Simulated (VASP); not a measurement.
A run of VASP 6.6.1 is set up as follows.

The input INCAR:

```
SYSTEM = ZnS
PREC = Accurate ; ENCUT = 520
EDIFF = 1E-8 ; ISMEAR = 0
SIGMA = 0.01 ; LREAL = .False.
LASPH = .True. ; NELM = 60
ALGO = Normal ; ISIF = 2
LWAVE = .False. ; LCHARG = .False.
GGA = PE ; IBRION = 8
NSW = 1 ; LEPSILON = .True.
```

File KPOINTS:

```
Automatic mesh
0
Gamma
  10 10 10
  0 0 0
```

The input POSCAR:

```
ZnS
1.0
    0.0000000000      2.4646788120      2.4646788120
    2.4646788120      0.0000000000      2.4646788120
    2.4646788120      2.4646788120      0.0000000000
Zn S
1 1
Direct
    0.0000000000      0.0000000000      0.0000000000
    0.7500000000      0.7500000000      0.7500000000
```

Potentials or basis: VASP PAW PBE potentials, release 64 (Zn, S).

The run is started by

```sh
$ cat potpaw_PBE.64/Zn/POTCAR potpaw_PBE.64/S/POTCAR > POTCAR
$ mpirun -np 1 vasp_std > vasp.out
```

(1) Estimate the electronic dielectric tensor (diagonal).

(2) What does it give for the Born charges (mean of the diagonal)?

(3) Predict the highest phonon frequency at Γ, LO-TO splitting left out.

Results:

(1) 6.14.

(2) Zn +1.62; S -1.62 e.

(3) 420 cm⁻¹.

Caveat: the cell stands under pressure or tension, which shifts response properties.
